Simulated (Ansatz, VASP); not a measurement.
# Zr2NbP3: VASP beside Ansatz

```
CELL_PARAMETERS angstrom
5.97547 0.00000 0.00000
-2.98773 5.17491 0.00000
0.00000 0.00000 3.75856
ATOMIC_POSITIONS crystal
Zr 0.33333 0.66667 0.00000
Zr 0.66667 0.33333 0.00000
Nb 0.00000 0.00000 0.00000
P 0.50000 0.00000 0.50000
P 0.50000 0.50000 0.50000
P 0.00000 0.50000 0.50000
```

Change from the starting cell: species swapped into the DyB2Ru3 type (P6/mmm, No. 191).

Alike in both runs: task relaxation of cell and atoms; functional PBE; k mesh 9 × 9 × 10; occupations gaussian, width 0.1 eV; no spin polarisation.

|  | VASP | Ansatz |
| --- | --- | --- |
| version | VASP 6.6.1 | Ansatz 0.2.0 |
| potentials or method | VASP PAW PBE potentials, release 64 (Zr_sv, Nb_sv, P), cutoff 600 eV | scalar-relativistic, plane waves, PAW |
| valence electrons in the cell | 52 | 52 |

VASP gave:

```
gap on the k mesh at the Fermi level, each at its own relaxed structure (eV) : none
relaxed volume (Å³/atom)                                                     : 19.54
relaxed cell length with the largest relative difference (Å)                 : 3.717
```

Task: Estimate Ansatz's values.

Result: gap on the k mesh at the Fermi level, each at its own relaxed structure (eV): none; relaxed volume (Å³/atom): 19.54; relaxed cell length with the largest relative difference (Å): 3.715.

A gap of «none» marks a metal or a gap that the smearing closes.
